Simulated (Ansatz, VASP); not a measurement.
# Two plane-wave programs on Mg

The input INCAR:

```
PREC = Accurate
ENCUT = 520
EDIFF = 1E-8
ISMEAR = -1
SIGMA = 0.03
LREAL = False
LASPH = True
NELM = 60
ALGO = Normal
ISIF = 2
LWAVE = False
LCHARG = False
LEFG = True
NBANDS = 7
```

Contents of KPOINTS:

```
regular mesh
0
Gamma
  19 19 19
```

The input POSCAR:

```
Mg
1.0
   -1.4665903054      1.4665903054      1.4665903054
    1.4665903054     -1.4665903054      1.4665903054
    1.4665903054      1.4665903054     -1.4665903054
Mg
1
Direct
    0.0000000000      0.0000000000      0.0000000000
```

Input for Ansatz:

```yaml
crystal:
  lattice:
    - [-1.4665903054, 1.4665903054, 1.4665903054]
    - [1.4665903054, -1.4665903054, 1.4665903054]
    - [1.4665903054, 1.4665903054, -1.4665903054]
  atoms:
    - { symbol: Mg, position: [0.0, 0.0, 0.0] }
kpoints:
  mp_grid: { grid: [19, 19, 19] }
scf:
  occupations: { method: fermi_dirac, width: 0.03 }
hamiltonian:
  xc: lda
  pseudopotentials: { kind: paw }
output:
  forces: true
  stress: true
  eigenvalues: true
  efg: { contact_densities: true }
```

Change from the starting cell: volume scaled by 0.98, PAW files.

Alike in both runs: task electric field gradients; functional LDA; k mesh 19 × 19 × 19; occupations fermi-dirac, width 0.03 eV; no spin polarisation.

```csv
,VASP,Ansatz
version,VASP 6.6.1,Ansatz 0.2.0
potentials or method,"VASP PAW LDA potentials, release 64 (Mg)","PAW with Ansatz's default frozen-core files, scalar-relativistic"
plane-wave cutoff (eV),520,420
valence electrons in the cell,2,10
```

|  | VASP | Ansatz | Ansatz less VASP |
| --- | --- | --- | --- |
| pressure (GPa) | 60.5 | 59.9 | -0.54 |

LDA's correlation is that of Perdew and Zunger in VASP and of Perdew and Wang (1992) in Ansatz. Both programs put the cell under a high pressure, so it lies far from rest at this level. VASP's potentials hold 2 valence electrons a cell and Ansatz's 10, so a difference there can come from the potentials and not from the codes.

Noted on VASP's run: the cell as given lies far from equilibrium.
